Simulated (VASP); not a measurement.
# Sb (I4/mmm) in VASP: further runs

The runs below take Sb through electric field gradients, with PBEsol.

All numbers are computed with VASP 6.6.1; they aren't measurements. Logs are shortened: lines on timing, memory, paths and dates and some standing lists are left out, and cuts for length are marked.

## Step 1: The cell of the first run

It takes space group I4/mmm (No. 139, tetragonal). Conventional cell: a = 3.030 Å, b = 3.030 Å, c = 4.993 Å, α = 90.00°, β = 90.00°, γ = 90.00°. Sb (site symmetry 4/mmm) has 12 Sb at 3.03 to 3.29 Å within 4.0 Å.

## Step 2: Electric field gradients, PBEsol (volume scaled by 1.02)

Input file INCAR:

```
PREC     = Accurate       # precision mode
ENCUT    = 520            # plane-wave cutoff, eV
EDIFF    = 1E-8           # SCF threshold, eV
ISMEAR   = -1             # smearing method
SIGMA    = 0.05           # smearing width, eV
LREAL    = F              # projectors in reciprocal space
LASPH    = T              # aspherical terms in the spheres
NELM     = 60             # most SCF steps
ALGO     = Normal         # electronic algorithm
ISIF     = 2              # what is computed and relaxed
LWAVE    = F              # write WAVECAR
LCHARG   = F              # write CHGCAR
GGA      = PS             # functional
LEFG     = T            
NBANDS   = 8              # bands
```

Input file KPOINTS:

```
Automatic mesh
0
Gamma
  19 19 19
```

Input file POSCAR:

```
Sb
1.0
   -1.5149671779      1.5149671779      2.4964243197
    1.5149671779     -1.5149671779      2.4964243197
    1.5149671779      1.5149671779     -2.4964243197
Sb
1
Direct
    0.0000000000      0.0000000000      0.0000000000
```

Potentials or basis: VASP PAW PBE potentials, release 64 (Sb).

Run with:

```sh
$ cat potpaw_PBE.64/Sb/POTCAR > POTCAR
$ mpirun -np 1 vasp_std > vasp.out
```

OUTCAR:

```text
PREC = Accurate
   ENCUT = 520
   EDIFF = 1E-8
   ISMEAR = -1
   LREAL = F
   LASPH = T
   NELM = 60
   ISIF = 2
   GGA = PS

 ion  position               nearest neighbor table
   1  0.000  0.000  0.000-

  LATTYP: Found a body centered tetragonal cell.
 ALAT       =     3.0299343558
 C/A-ratio  =     1.6478405315

  Lattice vectors:

 A1 = (  -1.5149671779,   1.5149671779,   2.4964243197)
 A2 = (   1.5149671779,  -1.5149671779,   2.4964243197)
 A3 = (   1.5149671779,   1.5149671779,  -2.4964243197)

Analysis of symmetry for initial positions (statically):
=====================================================================
 Subroutine PRICEL returns:
 Original cell was already a primitive cell.

 Routine SETGRP: Setting up the symmetry group for a
 body centered tetragonal supercell.

 Subroutine GETGRP returns: Found 16 space group operations
 (whereof 16 operations were pure point group operations)
 out of a pool of 16 trial point group operations.

The static configuration has the point symmetry D_4h.

Analysis of symmetry for dynamics (positions and initial velocities):
=====================================================================
 Subroutine PRICEL returns:
 Original cell was already a primitive cell.

 Routine SETGRP: Setting up the symmetry group for a
 body centered tetragonal supercell.

 Subroutine GETGRP returns: Found 16 space group operations
 (whereof 16 operations were pure point group operations)
 out of a pool of 16 trial point group operations.

The dynamic configuration has the point symmetry D_4h.

 Subroutine INISYM returns: Found 16 space group operations
 (whereof 16 operations are pure point group operations),
 and found     1 'primitive' translations

----------------------------------------------------------------------------------------

                                     Primitive cell

  volume of cell :      22.9184

  direct lattice vectors                    reciprocal lattice vectors
    -1.514967178  1.514967178  2.496424320     0.000000000  0.330040154  0.200286464
     1.514967178 -1.514967178  2.496424320     0.330040154  0.000000000  0.200286464
     1.514967178  1.514967178 -2.496424320     0.330040154  0.330040154  0.000000000

  length of vectors
[... 111 lines left out ...]
 non-spin polarized calculation
  energy-cutoff  :      520.00
  volume of cell :       22.92
 maximum number of plane-waves:       638
   NGX = 13   NGY = 13   NGZ = 13

 number of electron       5.0000000 magnetization

 Free energy of the ion-electron system (eV)
  ---------------------------------------------------
  ext. energy  EPLUGINS =         0.00000000
  ---------------------------------------------------
  free energy    TOTEN  =        -4.19361244 eV

  energy without entropy =       -4.18908183  energy(sigma->0) =       -4.19134714

 E-fermi :  10.6873     XC(G=0): -11.0394

 val. band max:       10.6699532028   @ k =  -0.2105  -0.3684   0.1579
 cond. band min:      10.7037743093   @ k =  -0.1579  -0.2632   0.1053
 fundamental gap:      0.0338211065
 Fermi energy:        10.6873175590

 k-point     1 :       0.0000    0.0000    0.0000
  band No.  band energies     occupation
      1      -3.6983      2.00000
      2      16.9568      0.00000
      3      17.2479      0.00000
      4      17.2479      0.00000
      5      20.7330      0.00000
      6      21.1186      0.00000
      7      21.7529      0.00000
      8      21.7529      0.00000
[... 243 lines left out ...]
 k-point    24 :      -0.2632    0.0526   -0.0000
  band No.  band energies     occupation
      1      -2.2051      2.00000
      2       9.9922      2.00000
      3      14.4313      0.00000
      4      16.6074      0.00000
      5      18.9339      0.00000
      6      20.9611      0.00000
      7      22.4644      0.00000
      8      23.1395      0.00000

 [... further k-points ...]
[... 5 lines left out ...]
  --------------------------------------------------------------------------------------
  -------------------------------------------------------------------------------------
  Total        1.9166644      1.9166644      1.6633994      0.0000000     -0.0000000      0.0000000
  in kB      133.9898201    133.9898201    116.2846220      0.0000000     -0.0000000      0.0000000
  external PRESSURE =     128.0880874 kB  Pullay stress =       0.0000000 kB

 VOLUME and BASIS-vectors are now :
 -----------------------------------------------------------------------------
  energy-cutoff  :      520.00
  volume of cell :       22.92
      direct lattice vectors                 reciprocal lattice vectors
    -1.514967178  1.514967178  2.496424320     0.000000000  0.330040154  0.200286464
     1.514967178 -1.514967178  2.496424320     0.330040154  0.000000000  0.200286464
     1.514967178  1.514967178 -2.496424320     0.330040154  0.330040154  0.000000000

 POSITION                                       TOTAL-FORCE (eV/Angst)
 -----------------------------------------------------------------------------------
      0.00000      0.00000      0.00000        -0.000000      0.000000      0.000000
 -----------------------------------------------------------------------------------
    total drift:                                0.000000      0.000000      0.000000

  FREE ENERGIE OF THE ION-ELECTRON SYSTEM (eV)
  ---------------------------------------------------
  free  energy   TOTEN  =        -4.1936124394 eV

  energy  without entropy=       -4.1890818339  energy(sigma->0) =       -4.19134714

 Electric field gradients (V/A^2)
---------------------------------------------------------------------
 ion       V_xx      V_yy      V_zz      V_xy      V_xz      V_yz
---------------------------------------------------------------------
   1     -19.436   -19.436    38.873    -0.000    -0.000    -0.000
---------------------------------------------------------------------

 Electric field gradients after diagonalization (V/A^2)
 (convention: |V_zz| > |V_xx| > |V_yy|)
----------------------------------------------------------------------
 ion       V_xx      V_yy      V_zz     asymmetry (V_yy - V_xx)/ V_zz
----------------------------------------------------------------------
   1     -19.436   -19.436    38.873       0.000
----------------------------------------------------------------------

           NMR quadrupolar parameters

 Cq : quadrupolar parameter    Cq=e*Q*V_zz/h
 eta: asymmetry parameters     (V_yy - V_xx)/ V_zz
 Q  : nuclear electric quadrupole moment in mb (millibarn)
----------------------------------------------------------------------
 ion       Cq(MHz)       eta       Q (mb)
----------------------------------------------------------------------
   1       0.094       0.000       1.000
----------------------------------------------------------------------
```

OSZICAR:

```text
N       E                     dE             d eps       ncg     rms          rms(c)
DAV:   1     0.489816072755E+01    0.48982E+01   -0.17500E+03  9008   0.418E+02
DAV:   2    -0.411014088419E+01   -0.90083E+01   -0.87101E+01 12200   0.546E+01
DAV:   3    -0.420214353933E+01   -0.92003E-01   -0.91700E-01 10920   0.613E+00
DAV:   4    -0.420239095864E+01   -0.24742E-03   -0.24742E-03 13488   0.378E-01
DAV:   5    -0.420239138077E+01   -0.42213E-06   -0.42191E-06 11360   0.950E-03    0.229E+00
DAV:   6    -0.419689539456E+01    0.54960E-02   -0.10345E-03 11648   0.153E-01    0.135E+00
DAV:   7    -0.419362199348E+01    0.32734E-02   -0.23203E-03 10488   0.228E-01    0.299E-02
DAV:   8    -0.419361285818E+01    0.91353E-05   -0.47043E-05 12576   0.503E-02    0.687E-03
DAV:   9    -0.419361273012E+01    0.12806E-06   -0.66451E-07 12160   0.571E-03    0.324E-03
DAV:  10    -0.419361251335E+01    0.21677E-06   -0.25768E-08 12536   0.910E-04    0.617E-04
DAV:  11    -0.419361245461E+01    0.58736E-07   -0.16902E-09  7608   0.247E-04    0.661E-05
DAV:  12    -0.419361243773E+01    0.16884E-07   -0.10607E-10  5624   0.770E-05    0.205E-05
DAV:  13    -0.419361243941E+01   -0.16837E-08   -0.95919E-12  5096   0.255E-05
   1 F= -.41936124E+01 E0= -.41913471E+01  d E =-.453061E-02
```

stdout:

```text
POSCAR found type information on POSCAR Sb
 POSCAR found :  1 types and       1 ions
 scaLAPACK will be used
 -----------------------------------------------------------------------------
|                                                                             |
|                                                                             |
|     You enforced a specific xc type in the INCAR file but a different       |
|     I HOPE YOU KNOW WHAT YOU ARE DOING!                                     |
|                                                                             |
 -----------------------------------------------------------------------------

 LDA part: xc-table for (Slater+PW92), standard interpolation
 POSCAR, INCAR and KPOINTS ok, starting setup
 FFT: planning ... GRIDC
 FFT: planning ... GRID_SOFT
 FFT: planning ... GRID
 WAVECAR not read
 entering main loop
ion   1
```

Wall time 24 s (1 thread of Intel Xeon 6975P-C (Granite Rapids), shared host); peak memory 0.21 GiB.

What came out:

```
Free energy : -4.1936 eV
Pressure    : 12.8 GPa
```

Electric field gradients, principal values (V/Å²):
| atom | least | middle | greatest (by size) |
| --- | --- | --- | --- |
| 1 Sb | -19.436 | -19.436 | 38.873 |

Caveat: without QUAD_EFG the Cq values of the log hold for a quadrupole moment of 1 mb, not for the nuclei; the PAW data sets were made with another functional, which shifts forces and pressure a little; spin-orbit coupling is left out, which moves the levels of the heavy elements.

## Step 3: Electric field gradients, PBEsol (volume scaled by 1.025)

Input file INCAR:

```
  PREC = Accurate
  ENCUT = 520
  EDIFF = 1E-8
  ISMEAR = -1
  SIGMA = 0.05
  LREAL = F
  LASPH = T
  NELM = 100
  ALGO = Normal
  ISIF = 2
  LWAVE = F
  LCHARG = F
  GGA = PS
  LEFG = T
  NBANDS = 8
```

Input file KPOINTS:

```
regular mesh
0
Gamma
  19 19 19
```

Input file POSCAR:

```
Sb
1.0
   -1.5174385806      1.5174385806      2.5004967973
    1.5174385806     -1.5174385806      2.5004967973
    1.5174385806      1.5174385806     -2.5004967973
Sb
1
Direct
    0.0000000000      0.0000000000      0.0000000000
```

Potentials or basis: VASP PAW PBE potentials, release 64 (Sb).

Run with:

```sh
$ cat potpaw_PBE.64/Sb/POTCAR > POTCAR
$ mpirun -np 1 vasp_std > vasp.out
```

OUTCAR:

```text
PREC = Accurate
   ENCUT = 520
   EDIFF = 1E-8
   ISMEAR = -1
   LREAL = F
   LASPH = T
   NELM = 100
   ISIF = 2
   GGA = PS

 ion  position               nearest neighbor table
   1  0.000  0.000  0.000-

  LATTYP: Found a body centered tetragonal cell.
 ALAT       =     3.0348771612
 C/A-ratio  =     1.6478405316

  Lattice vectors:

 A1 = (  -1.5174385806,   1.5174385806,   2.5004967973)
 A2 = (   1.5174385806,  -1.5174385806,   2.5004967973)
 A3 = (   1.5174385806,   1.5174385806,  -2.5004967973)

Analysis of symmetry for initial positions (statically):
=====================================================================
 Subroutine PRICEL returns:
 Original cell was already a primitive cell.

 Routine SETGRP: Setting up the symmetry group for a
 body centered tetragonal supercell.

 Subroutine GETGRP returns: Found 16 space group operations
 (whereof 16 operations were pure point group operations)
 out of a pool of 16 trial point group operations.

The static configuration has the point symmetry D_4h.

Analysis of symmetry for dynamics (positions and initial velocities):
=====================================================================
 Subroutine PRICEL returns:
 Original cell was already a primitive cell.

 Routine SETGRP: Setting up the symmetry group for a
 body centered tetragonal supercell.

 Subroutine GETGRP returns: Found 16 space group operations
 (whereof 16 operations were pure point group operations)
 out of a pool of 16 trial point group operations.

The dynamic configuration has the point symmetry D_4h.

 Subroutine INISYM returns: Found 16 space group operations
 (whereof 16 operations are pure point group operations),
 and found     1 'primitive' translations
[... 145 lines left out ...]
 fundamental gap:      0.0228659463
 Fermi energy:        10.6128681836

 k-point     1 :       0.0000    0.0000    0.0000
  band No.  band energies     occupation
      1      -3.7262      2.00000
      2      16.8387      0.00000
      3      17.1350      0.00000
      4      17.1350      0.00000
      5      20.6403      0.00000
      6      21.0475      0.00000
      7      21.6613      0.00000
      8      21.6613      0.00000
[... 243 lines left out ...]
 k-point    24 :      -0.2632    0.0526    0.0000
  band No.  band energies     occupation
      1      -2.2397      2.00000
      2       9.9164      2.00000
      3      14.3368      0.00000
      4      16.5001      0.00000
      5      18.8417      0.00000
      6      20.8746      0.00000
      7      22.3672      0.00000
      8      23.0444      0.00000

 [... further k-points ...]
[... 5 lines left out ...]
  --------------------------------------------------------------------------------------
  -------------------------------------------------------------------------------------
  Total        1.8365637      1.8365637      1.5961785      0.0000000      0.0000000      0.0000000
  in kB      127.7638635    127.7638635    111.0410334      0.0000000      0.0000000      0.0000000
  external PRESSURE =     122.1895868 kB  Pullay stress =       0.0000000 kB

 VOLUME and BASIS-vectors are now :
 -----------------------------------------------------------------------------
  energy-cutoff  :      520.00
  volume of cell :       23.03
      direct lattice vectors                 reciprocal lattice vectors
    -1.517438581  1.517438581  2.500496797     0.000000000  0.329502628  0.199960264
     1.517438581 -1.517438581  2.500496797     0.329502628  0.000000000  0.199960264
     1.517438581  1.517438581 -2.500496797     0.329502628  0.329502628  0.000000000

 POSITION                                       TOTAL-FORCE (eV/Angst)
 -----------------------------------------------------------------------------------
      0.00000      0.00000      0.00000         0.000000     -0.000000     -0.000000
 -----------------------------------------------------------------------------------
    total drift:                               -0.000000      0.000000      0.000000

  FREE ENERGIE OF THE ION-ELECTRON SYSTEM (eV)
  ---------------------------------------------------
  free  energy   TOTEN  =        -4.2023873870 eV

  energy  without entropy=       -4.1978022197  energy(sigma->0) =       -4.20009480

 Electric field gradients (V/A^2)
---------------------------------------------------------------------
 ion       V_xx      V_yy      V_zz      V_xy      V_xz      V_yz
---------------------------------------------------------------------
   1     -19.450   -19.450    38.901     0.000    -0.000    -0.000
---------------------------------------------------------------------

 Electric field gradients after diagonalization (V/A^2)
 (convention: |V_zz| > |V_xx| > |V_yy|)
----------------------------------------------------------------------
 ion       V_xx      V_yy      V_zz     asymmetry (V_yy - V_xx)/ V_zz
----------------------------------------------------------------------
   1     -19.450   -19.450    38.901       0.000
----------------------------------------------------------------------

           NMR quadrupolar parameters

 Cq : quadrupolar parameter    Cq=e*Q*V_zz/h
 eta: asymmetry parameters     (V_yy - V_xx)/ V_zz
 Q  : nuclear electric quadrupole moment in mb (millibarn)
----------------------------------------------------------------------
 ion       Cq(MHz)       eta       Q (mb)
----------------------------------------------------------------------
   1       0.094       0.000       1.000
----------------------------------------------------------------------
```

Wall time 49 s (1 thread of Intel Xeon 6975P-C (Granite Rapids), shared host); peak memory 0.23 GiB.

What came out:

```
Free energy : -4.2024 eV
Pressure    : 12.2 GPa
```

Stress tensor (GPa, compression positive):
```
12.78  0.00  0.00
 0.00 12.78  0.00
 0.00  0.00 11.10
```

Electric field gradients, principal values (V/Å²):
```tsv
atom	least	middle	greatest (by size)
1 Sb	-19.450	-19.450	38.901
```

Caveat: without QUAD_EFG the Cq values of the log hold for a quadrupole moment of 1 mb, not for the nuclei; the PAW data sets were made with another functional, which shifts forces and pressure a little; spin-orbit coupling is left out, which moves the levels of the heavy elements.

(Part 1 of 2 ends here.)
